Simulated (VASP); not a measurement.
# CaF2 (Fluorite) (Fm-3m) in VASP: further runs

The runs below take CaF2 (Fluorite) through single point, with LDA.

Program: VASP 6.6.1. These are calculated values, not measurements. Logs are shortened: lines on timing, memory, paths and dates and some standing lists are left out, and cuts for length are marked.

## Step 1: The cell of the first run

Symmetry: Fm-3m, No. 225, cubic system. Conventional cell: a = 5.312 Å, b = 5.312 Å, c = 5.312 Å, α = 90.00°, β = 90.00°, γ = 90.00°. Ca (site symmetry m-3m) has 8 F at 2.30 Å within 3.0 Å. F (site symmetry -43m) has 4 Ca at 2.30 Å and 6 F at 2.66 Å within 3.0 Å.

## Step 2: Single point, LDA

The input, INCAR:

```
SYSTEM = CaF2
ALGO = Normal
EDIFF = 1E-6
ENCUT = 600
GGA = CA
GGA_COMPAT = .False.
ISIF = 2
ISMEAR = 0
LASPH = .True.
LCHARG = .False.
LREAL = .False.
LWAVE = .False.
NBANDS = 19
NELM = 120
PREC = Accurate
SIGMA = 0.01
```

The input, KPOINTS:

```
k-points
0
Gamma
  6 6 6
  0 0 0
```

The input, POSCAR:

```
CaF2
1.0
    0.0000000000      2.6561400844      2.6561400844
    2.6561400844      0.0000000000      2.6561400844
    2.6561400844      2.6561400844      0.0000000000
Ca F
1 2
Direct
    0.0000000000      0.0000000000      0.0000000000
    0.2500000000      0.2500000000      0.2500000000
    0.7500000000      0.7500000000      0.7500000000
```

Potentials or basis: VASP PAW LDA potentials, release 64 (Ca_sv, F).

The run is started by

```bash
$ cat potpaw_LDA.64/Ca_sv/POTCAR potpaw_LDA.64/F/POTCAR > POTCAR
$ mpirun -np 1 vasp_std > vasp.out
```

OUTCAR:

```text
SYSTEM = CaF2
   EDIFF = 1E-6
   ENCUT = 600
   GGA = CA
   ISIF = 2
   ISMEAR = 0
   LASPH = .True.
   LREAL = .False.
   NELM = 120
   PREC = Accurate

 ion  position               nearest neighbor table
   1  0.000  0.000  0.000-   3 2.30   3 2.30   3 2.30   2 2.30   2 2.30   2 2.30   3 2.30   2 2.30

   2  0.250  0.250  0.250-   1 2.30   1 2.30   1 2.30   1 2.30
   3  0.750  0.750  0.750-   1 2.30   1 2.30   1 2.30   1 2.30

  LATTYP: Found a face centered cubic cell.
 ALAT       =     5.3122801688

  Lattice vectors:

 A1 = (   0.0000000000,   2.6561400844,   2.6561400844)
 A2 = (   2.6561400844,   0.0000000000,   2.6561400844)
 A3 = (   2.6561400844,   2.6561400844,   0.0000000000)

Analysis of symmetry for initial positions (statically):
[... 33 lines left out ...]
                                     Primitive cell

  volume of cell :      37.4786

  direct lattice vectors                    reciprocal lattice vectors
     0.000000000  2.656140084  2.656140084    -0.188243084  0.188243084  0.188243084
     2.656140084  0.000000000  2.656140084     0.188243084 -0.188243084  0.188243084
     2.656140084  2.656140084  0.000000000     0.188243084  0.188243084 -0.188243084

  length of vectors
     3.756349331  3.756349331  3.756349331     0.326046585  0.326046585  0.326046585

  position of ions in fractional coordinates (direct lattice)
     0.000000000  0.000000000  0.000000000
     0.250000000  0.250000000  0.250000000
     0.750000000  0.750000000  0.750000000

  ion indices of the primitive-cell ions
   primitive index   ion index
                 1           1
                 2           2
                 3           3

----------------------------------------------------------------------------------------

 KPOINTS: k-points

Automatic generation of k-mesh.
 Grid dimensions read from file:
 generate k-points for:    6    6    6

 Generating k-lattice:

  Cartesian coordinates                     Fractional coordinates (reciprocal lattice)
    -0.031373847  0.031373847  0.031373847     0.166666667  0.000000000  0.000000000
     0.031373847 -0.031373847  0.031373847     0.000000000  0.166666667  0.000000000
     0.031373847  0.031373847 -0.031373847     0.000000000  0.000000000  0.166666667

  Length of vectors
     0.054341097  0.054341097  0.054341097

  Shift w.r.t. Gamma in fractional coordinates (k-lattice)
     0.000000000  0.000000000  0.000000000

 Subroutine IBZKPT returns following result:
 ===========================================

 Found     16 irreducible k-points:

 Following reciprocal coordinates:
            Coordinates               Weight
  0.000000  0.000000  0.000000      1.000000
  0.166667  0.000000  0.000000      8.000000
  0.333333  0.000000  0.000000      8.000000
  0.500000  0.000000  0.000000      4.000000
  0.166667  0.166667  0.000000      6.000000
  0.333333  0.166667  0.000000     24.000000
[... 8 lines left out ...]
 -0.333333  0.333333  0.166667     24.000000
 -0.333333  0.500000  0.166667     12.000000
   k-points           NKPTS =     16   k-points in BZ     NKDIM =     16   number of bands    NBANDS=     19
   number of dos      NEDOS =    301   number of ions     NIONS =      3
   total plane-waves  NPLWV =  27000
   dimension x,y,z NGX =    30 NGY =   30 NGZ =   30
   dimension x,y,z NGXF=    60 NGYF=   60 NGZF=   60
   ions per type =               1   2
   NGX,Y,Z   is equivalent  to a cutoff of  13.28, 13.28, 13.28 a.u.
   NGXF,Y,Z  is equivalent  to a cutoff of  26.55, 26.55, 26.55 a.u.
 SYSTEM =  CaF2
   PREC   = accura    normal or accurate (medium, high low for compatibility)
   ISTART =      0    job   : 0-new  1-cont  2-samecut
   ICHARG =      2    charge: 1-file 2-atom 10-const
   ISPIN  =      1    spin polarized calculation?
   LNONCOLLINEAR =      F non collinear calculations
   LSORBIT =      F    spin-orbit coupling
   LASPH  =      T    aspherical Exc in radial PAW
   ENCUT  =  600.0 eV  44.10 Ry    6.64 a.u.   7.50  7.50  7.50*2*pi/ulx,y,z
   NELM   =    120;   NELMIN=  2; NELMDL= -5     # of ELM steps
   EDIFF  = 0.1E-05   stopping-criterion for ELM
   LREAL  =      F    real-space projection
   EDIFFG = 0.1E-04   stopping-criterion for IOM
   NSW    =      0    number of steps for IOM
   IBRION =     -1    ionic relax: 0-MD 1-quasi-New 2-CG
   NFREE  =      0    steps in history (QN), initial steepest desc. (CG)
   ISIF   =      2    stress and relaxation
   ISYM   =      2    0-nonsym 1-usesym 2-fastsym
   POTIM  = 0.5000    time-step for ionic-motion
   TEBEG  =    0.0;   TEEND  =   0.0 temperature during run
   PSTRESS=    0.0 pullay stress
   NELECT =      24.0000    total number of electrons
   NUPDOWN=      -1.0000    fix difference up-down
   EMIN   =  10.00;   EMAX   =-10.00  energy-range for DOS
   EFERMI =   0.00;   METHOD = LEGACY
   ISMEAR =     0;   SIGMA  =   0.01  broadening in eV -4-tet -1-fermi 0-gaus
   EFERMI_NEDOS =   21; number of points for ismear=-14 and -15
   IALGO  =     38    algorithm
   IMIX   =      4    mixing-type and parameters
     AMIX     =   0.40;   BMIX     =  1.00
     AMIX_MAG =   1.60;   BMIX_MAG =  1.00
  volume/ion in A,a.u.               =      12.49        84.31
  Fermi-wavevector in a.u.,A,eV,Ry     =   1.411078  2.666550 27.091109  1.991140
  Thomas-Fermi vector in A             =   2.532966
   LORBIT       =      0    0 simple, 1 ext, 2 COOP (PROOUT), +10 PAW based schemes
   GGA     = CA    functional components
   LHFCALC =     F    Hartree Fock is set to
   AEXX    =    0.0000 exact exchange contribution
   IVDW    =     0    specifies the selected vdW correction
   LEPSILON=     F    determine dielectric tensor
   LRPA    =     F    only Hartree local field effects (RPA)
 non-spin polarized calculation
 Gauss-broadening in eV      SIGMA  =   0.01
  energy-cutoff  :      600.00
  volume of cell :       37.48
 maximum number of plane-waves:      1272
   NGX = 15   NGY = 15   NGZ = 15

 number of electron      24.0000004 magnetization

 Free energy of the ion-electron system (eV)
  ---------------------------------------------------
  ext. energy  EPLUGINS =         0.00000000
  ---------------------------------------------------
  free energy    TOTEN  =       -19.00844845 eV

  energy without entropy =      -19.00844845  energy(sigma->0) =      -19.00844845

 E-fermi :  -0.7717     XC(G=0): -10.7956

 val. band max:       -0.8850050379   @ k =   0.5000   0.5000   0.0000
 cond. band min:       6.5200187496   @ k =   0.0000   0.0000   0.0000
 fundamental gap:      7.4050237875
 Fermi energy:        -0.7717051183

 k-point     1 :       0.0000    0.0000    0.0000
  band No.  band energies     occupation
      1     -35.9415      2.00000
      2     -20.6294      2.00000
      3     -19.6734      2.00000
      4     -17.1785      2.00000
      5     -17.1785      2.00000
      6     -17.1785      2.00000
[... 11 lines left out ...]
     18      10.9794      0.00000
     19      16.2974      0.00000

 k-point     2 :       0.1667    0.0000    0.0000
  band No.  band energies     occupation
      1     -35.9269      2.00000
      2     -20.7191      2.00000
      3     -19.7695      2.00000
      4     -17.1950      2.00000
      5     -17.1950      2.00000
      6     -17.0261      2.00000
[... 11 lines left out ...]
     18      10.8912      0.00000
     19      15.1978      0.00000

 k-point     3 :       0.3333    0.0000    0.0000
  band No.  band energies     occupation
      1     -35.8973      2.00000
      2     -20.8238      2.00000
      3     -20.0417      2.00000
      4     -17.2275      2.00000
      5     -17.2275      2.00000
      6     -16.7012      2.00000
[... 11 lines left out ...]
     18      10.7176      0.00000
     19      13.7657      0.00000

 k-point     4 :       0.5000    0.0000    0.0000
  band No.  band energies     occupation
      1     -35.8824      2.00000
      2     -20.8336      2.00000
      3     -20.2183      2.00000
      4     -17.2436      2.00000
      5     -17.2436      2.00000
      6     -16.5337      2.00000
[... 11 lines left out ...]
     18      10.6329      0.00000
     19      13.5148      0.00000

 k-point     5 :       0.1667    0.1667    0.0000
  band No.  band energies     occupation
      1     -35.9220      2.00000
      2     -20.7603      2.00000
      3     -19.7772      2.00000
      4     -17.2199      2.00000
      5     -17.2199      2.00000
      6     -16.9489      2.00000
[... 11 lines left out ...]
     18      10.8331      0.00000
     19      15.9319      0.00000
[... 158 lines left out ...]
      2     -21.0853      2.00000
      3     -20.0709      2.00000
      4     -17.3423      2.00000
      5     -17.3423      2.00000
      6     -16.2976      2.00000
[... 11 lines left out ...]
     18      12.9366      0.00000
     19      14.4992      0.00000

 k-point    14 :       0.5000    0.3333    0.1667
  band No.  band energies     occupation
      1     -35.8777      2.00000
      2     -20.8567      2.00000
      3     -20.2520      2.00000
      4     -17.2892      2.00000
      5     -17.0506      2.00000
      6     -16.6428      2.00000
[... 11 lines left out ...]
     18      11.5709      0.00000
     19      14.9560      0.00000

 k-point    15 :      -0.3333    0.3333    0.1667
  band No.  band energies     occupation
      1     -35.8678      2.00000
      2     -20.7004      2.00000
      3     -20.5545      2.00000
      4     -17.3120      2.00000
      5     -16.8574      2.00000
      6     -16.6974      2.00000
[... 11 lines left out ...]
     18      12.7412      0.00000
     19      14.3962      0.00000

 k-point    16 :      -0.3333    0.5000    0.1667
  band No.  band energies     occupation
      1     -35.8629      2.00000
      2     -20.8811      2.00000
      3     -20.3893      2.00000
      4     -17.3461      2.00000
      5     -17.0138      2.00000
      6     -16.5069      2.00000
[... 11 lines left out ...]
     18      14.0712      0.00000
     19      14.3069      0.00000

------------------------ aborting loop because EDIFF is reached ----------------------------------------

  FORCE on cell =-STRESS in cart. coord.  units (eV):
  Direction    XX          YY          ZZ          XY          YZ          ZX
  --------------------------------------------------------------------------------------
  -------------------------------------------------------------------------------------
  Total        0.3091835      0.3091835      0.3091835      0.0000000      0.0000000      0.0000000
  in kB       13.2173351     13.2173351     13.2173351      0.0000000      0.0000000      0.0000000
  external PRESSURE =      13.2173351 kB  Pullay stress =       0.0000000 kB

 VOLUME and BASIS-vectors are now :
 -----------------------------------------------------------------------------
  energy-cutoff  :      600.00
  volume of cell :       37.48
      direct lattice vectors                 reciprocal lattice vectors
     0.000000000  2.656140084  2.656140084    -0.188243084  0.188243084  0.188243084
     2.656140084  0.000000000  2.656140084     0.188243084 -0.188243084  0.188243084
     2.656140084  2.656140084  0.000000000     0.188243084  0.188243084 -0.188243084

 POSITION                                       TOTAL-FORCE (eV/Angst)
 -----------------------------------------------------------------------------------
      0.00000      0.00000      0.00000         0.000000      0.000000      0.000000
      1.32807      1.32807      1.32807         0.000000      0.000000      0.000000
      3.98421      3.98421      3.98421        -0.000000     -0.000000     -0.000000
 -----------------------------------------------------------------------------------
    total drift:                                0.000000     -0.000000      0.000000

  FREE ENERGIE OF THE ION-ELECTRON SYSTEM (eV)
  ---------------------------------------------------
  free  energy   TOTEN  =       -19.0084484512 eV

  energy  without entropy=      -19.0084484512  energy(sigma->0) =      -19.00844845
```

Run time: 17 s. Hardware: 1 thread of Intel Xeon 8259CL, shared host; peak memory 0.15 GiB.

What came out:

* Free energy: -19.0084 eV
* Pressure: 1.3 GPa
* Band gap on the k mesh: 7.41 eV, indirect (least direct gap 7.68 eV)

Levels at points of the mesh, in eV from the valence-band top:
```tsv
k point	band 8	band 9	band 10	band 11	band 12	band 13	band 14	band 15	band 16	band 17
(0.00, 0.00, 0.00)	-2.45	-2.45	-0.27	-0.27	-0.27	7.40	9.33	9.33	11.86	11.86
(0.50, 0.00, 0.00)	-1.78	-1.43	-1.38	-0.90	-0.90	9.61	9.61	10.20	10.71	11.52
(0.50, 0.50, 0.00)	-1.79	-1.79	-0.43	-0.43	0.00	8.08	9.91	10.46	11.39	11.39
```

A k mesh can miss the band edges. A hybrid or GW would open this gap; LDA tends to underestimate it.

## Step 3: Single point, LDA

This run uses another cell than the first one, of 12.85 Å³/atom, 1.029 times its volume.

The input, INCAR:

```
PREC = Accurate ; ENCUT = 600
EDIFF = 1E-6 ; ISMEAR = 0
SIGMA = 0.01 ; LREAL = False
LASPH = True ; NELM = 120
ALGO = Normal ; ISIF = 2
LWAVE = False ; LCHARG = False
GGA = CA ; NBANDS = 19
GGA_COMPAT = False
```

The input, KPOINTS:

```
regular mesh
0
Gamma
  6 6 6
```

The input, POSCAR:

```
CaF2
1.0
    0.0000000000      2.6815592374      2.6815592374
    2.6815592374      0.0000000000      2.6815592374
    2.6815592374      2.6815592374      0.0000000000
Ca F
1 2
Direct
    0.0000000000      0.0000000000      0.0000000000
    0.2500000000      0.2500000000      0.2500000000
    0.7500000000      0.7500000000      0.7500000000
```

Potentials or basis: VASP PAW LDA potentials, release 64 (Ca_sv, F).

The run is started by

```bash
$ cat potpaw_LDA.64/Ca_sv/POTCAR potpaw_LDA.64/F/POTCAR > POTCAR
$ mpirun -np 1 vasp_std > vasp.out
```

OUTCAR:

```text
PREC = Accurate
   ENCUT = 600
   EDIFF = 1E-6
   ISMEAR = 0
   LREAL = False
   LASPH = True
   NELM = 120
   ISIF = 2
   GGA = CA

 ion  position               nearest neighbor table
   1  0.000  0.000  0.000-   3 2.32   3 2.32   3 2.32   2 2.32   3 2.32   2 2.32   2 2.32   2 2.32

   2  0.250  0.250  0.250-   1 2.32   1 2.32   1 2.32   1 2.32
   3  0.750  0.750  0.750-   1 2.32   1 2.32   1 2.32   1 2.32

  LATTYP: Found a face centered cubic cell.
 ALAT       =     5.3631184748

  Lattice vectors:
[... 532 lines left out ...]

  FORCE on cell =-STRESS in cart. coord.  units (eV):
  Direction    XX          YY          ZZ          XY          YZ          ZX
  --------------------------------------------------------------------------------------
  -------------------------------------------------------------------------------------
  Total       -0.3798940     -0.3798940     -0.3798940      0.0000000      0.0000000      0.0000000
  in kB      -15.7826845    -15.7826845    -15.7826845      0.0000000      0.0000000      0.0000000
  external PRESSURE =     -15.7826845 kB  Pullay stress =       0.0000000 kB

 VOLUME and BASIS-vectors are now :
 -----------------------------------------------------------------------------
  energy-cutoff  :      600.00
  volume of cell :       38.56
      direct lattice vectors                 reciprocal lattice vectors
     0.000000000  2.681559237  2.681559237    -0.186458682  0.186458682  0.186458682
     2.681559237  0.000000000  2.681559237     0.186458682 -0.186458682  0.186458682
     2.681559237  2.681559237  0.000000000     0.186458682  0.186458682 -0.186458682

 POSITION                                       TOTAL-FORCE (eV/Angst)
 -----------------------------------------------------------------------------------
      0.00000      0.00000      0.00000         0.000000      0.000000      0.000000
      1.34078      1.34078      1.34078        -0.000000     -0.000000      0.000000
      4.02234      4.02234      4.02234         0.000000      0.000000     -0.000000
 -----------------------------------------------------------------------------------
    total drift:                                0.000000     -0.000000      0.000000

  FREE ENERGIE OF THE ION-ELECTRON SYSTEM (eV)
  ---------------------------------------------------
  free  energy   TOTEN  =       -19.0102920504 eV

  energy  without entropy=      -19.0102920504  energy(sigma->0) =      -19.01029205
```

OSZICAR:

```text
N       E                     dE             d eps       ncg     rms          rms(c)
DAV:   1     0.229798171603E+03    0.22980E+03   -0.14889E+04   608   0.144E+03
DAV:   2    -0.775470939748E+01   -0.23755E+03   -0.22942E+03   685   0.369E+02
DAV:   3    -0.198791476250E+02   -0.12124E+02   -0.12065E+02   691   0.879E+01
DAV:   4    -0.202834419981E+02   -0.40429E+00   -0.40310E+00   933   0.130E+01
DAV:   5    -0.202862719822E+02   -0.28300E-02   -0.28296E-02   687   0.125E+00    0.769E+00
DAV:   6    -0.190755361092E+02    0.12107E+01   -0.48607E+00   647   0.156E+01    0.299E+00
DAV:   7    -0.190306367158E+02    0.44899E-01   -0.12373E-01   707   0.356E+00    0.168E+00
DAV:   8    -0.190099824810E+02    0.20654E-01   -0.32942E-02   716   0.200E+00    0.210E-01
DAV:   9    -0.190101045926E+02   -0.12211E-03   -0.43775E-03   742   0.536E-01    0.997E-02
DAV:  10    -0.190102943183E+02   -0.18973E-03   -0.70922E-04   681   0.208E-01    0.173E-02
DAV:  11    -0.190102968585E+02   -0.25402E-05   -0.89518E-05   710   0.725E-02    0.161E-02
DAV:  12    -0.190102919232E+02    0.49354E-05   -0.20624E-05   740   0.429E-02    0.174E-03
DAV:  13    -0.190102920504E+02   -0.12723E-06   -0.13322E-06   554   0.114E-02
   1 F= -.19010292E+02 E0= -.19010292E+02  d E =-.600329E-49
```

Wall time 18 s (1 thread of Intel Xeon 8259CL, shared host); peak memory 0.15 GiB.

Results:

- Free energy: -19.0103 eV
- Pressure: -1.6 GPa
- Band gap on the k mesh: 7.23 eV, indirect (least direct gap 7.50 eV)

A k mesh can miss the band edges. As with any semilocal functional, this LDA gap is likely too small.
